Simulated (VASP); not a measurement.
Input of a VASP 6.6.1 run:

File POSCAR:

```
In3Sb
1.0
    4.8802375884      0.0000000000      0.0000000000
    0.0000000000      4.8802375884      0.0000000000
    0.0000000000      0.0000000000      4.8802375884
In Sb
3 1
Direct
    0.5000000000      0.5000000000      0.0000000000
    0.5000000000      0.0000000000      0.5000000000
    0.0000000000      0.5000000000      0.5000000000
    0.0000000000      0.0000000000      0.0000000000
```

The input INCAR.step1:

```
SYSTEM = In3Sb
PREC = Accurate
ENCUT = 520
ISMEAR = 0
SIGMA = 0.1
LREAL = .FALSE.
LASPH = .TRUE.
NELM = 100
NBANDS = 30
GGA = PE
ALGO = Normal
EDIFF = 1E-4
LWAVE = .TRUE.
LCHARG = .FALSE.
```

Contents of INCAR.step2:

```
SYSTEM = In3Sb
PREC = Accurate
ENCUT = 520
EDIFF = 1E-6
ISMEAR = 0
SIGMA = 0.1
LREAL = .FALSE.
LASPH = .TRUE.
NELM = 100
ALGO = Normal
ISIF = 2
LWAVE = .FALSE.
LCHARG = .FALSE.
METAGGA = R2SCAN
LMIXTAU = .TRUE.
NBANDS = 30
ISTART = 1
```

File KPOINTS:

```
regular mesh
0
G
  10 10 10
  0 0 0
```

Potentials or basis: VASP PAW PBE potentials, release 64 (In_d, Sb).

The run is started by

```sh
$ cat potpaw_PBE.64/In_d/POTCAR potpaw_PBE.64/Sb/POTCAR > POTCAR
$ cp INCAR.step1 INCAR
$ mpirun -np 1 vasp_std > vasp.out
$ cp INCAR.step2 INCAR
$ mpirun -np 1 vasp_std > vasp.out
```

**Question.** What does it give for the band gap on the k mesh?

**Answer.** Zero (bands 22 and 23 overlap by 3.59 eV).

**Question.** Estimate the pressure.

**Answer.** -2.1 GPa.

Caveat: the PAW data sets were made with another functional, which shifts forces and pressure a little; spin-orbit coupling is left out, which moves the levels of the heavy elements.
